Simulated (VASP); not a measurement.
# CuSi16 (a cell with a defect): single point with PBE

Crystal: CuSi16 (a cell with a defect).

```
Si Cu
1.0
     0.00000    5.43000    5.43000
     5.43000    0.00000    5.43000
     5.43000    5.43000    0.00000
Si Cu
16 1
Direct
  0.00076 0.00512 0.00629
  0.12694 0.13625 0.12101
  0.98638 0.00612 0.51077
  0.11519 0.12994 0.63209
  0.00756 0.50750 0.01384
  0.13256 0.63259 0.13487
  0.00248 0.50254 0.50885
  0.12326 0.62343 0.63977
  0.51078 0.01079 0.97638
  0.62830 0.12834 0.11566
  0.48898 0.98907 0.49273
  0.61854 0.11878 0.60514
  0.50511 0.50080 0.00625
  0.63626 0.62707 0.12091
  0.50604 0.48661 0.51061
  0.62987 0.61529 0.63204
  0.35158 0.85184 0.34291
```

```yaml
Program: VASP 6.6.1
Task: single point
Functional: PBE
Potentials_or_basis: VASP PAW PBE potentials, release 64 (Si, Cu)
Cutoff: 520 eV
k_mesh: 2 × 2 × 2
Occupations: gaussian, width 0.05 eV
Spin: no spin polarisation
Dipole_correction: no
Charge: 1
Further_INCAR_settings: LREAL = Auto; ALGO = Normal; EDIFF = 1e-07; NBANDS = 52; NELECT = 74.0
```

The largest force is 0.013 eV/Å.

Forces on the atoms (eV/Å):
```
Si  -0.003 -0.001  0.003
Si   0.004 -0.003 -0.003
Si  -0.004 -0.005  0.002
Si   0.000 -0.001 -0.002
Si  -0.002 -0.004  0.001
Si   0.000  0.001 -0.002
Si  -0.001 -0.001  0.002
Si   0.000  0.002 -0.008
Si  -0.005 -0.007  0.002
Si   0.001  0.000 -0.001
Si   0.003  0.004  0.003
Si   0.006  0.006  0.000
Si   0.000 -0.002  0.004
Si  -0.004  0.005 -0.005
Si  -0.004 -0.003  0.001
Si   0.000  0.000 -0.002
Cu   0.007  0.010  0.005
```

Levels at points of the mesh, in eV from the Fermi level:
```tsv
k point	band 33	band 34	band 35	band 36	band 37	band 38	band 39	band 40	band 41	band 42
(0.00, 0.00, 0.00)	-1.06	-1.01	-0.63	-0.19	-0.07	0.07	0.40	0.59	0.61	0.68
(0.50, 0.00, 0.00)	-2.01	-0.94	-0.90	-0.84	-0.75	0.55	1.12	1.25	1.31	1.44
(0.00, 0.50, 0.00)	-2.01	-0.94	-0.90	-0.84	-0.74	0.55	1.12	1.25	1.31	1.44
(0.00, 0.00, 0.50)	-2.04	-0.94	-0.88	-0.88	-0.80	0.50	1.15	1.24	1.32	1.42
(0.50, 0.50, 0.50)	-2.15	-0.91	-0.89	-0.65	-0.52	0.52	1.00	1.34	1.37	1.57
(0.50, 0.50, 0.00)	-1.86	-1.51	-1.50	-1.42	-1.12	0.67	0.98	1.95	2.05	2.17
(0.00, 0.50, 0.50)	-1.83	-1.54	-1.46	-1.43	-1.08	0.66	0.99	1.94	2.06	2.17
(0.50, 0.00, 0.50)	-1.83	-1.54	-1.46	-1.43	-1.08	0.65	0.99	1.94	2.06	2.17
```

Run time: 6.4 min on 1 thread of Intel(R) Xeon(R) 6975P-C (Granite Rapids) (shared host), peak memory 0.49 GiB.

Caveat: the k points lie up to 0.50 Å⁻¹ apart; the cell carries a net charge on a neutralising background, which shifts energy and pressure; the cell is charged against a uniform background, so pressure and absolute levels hang on convention.
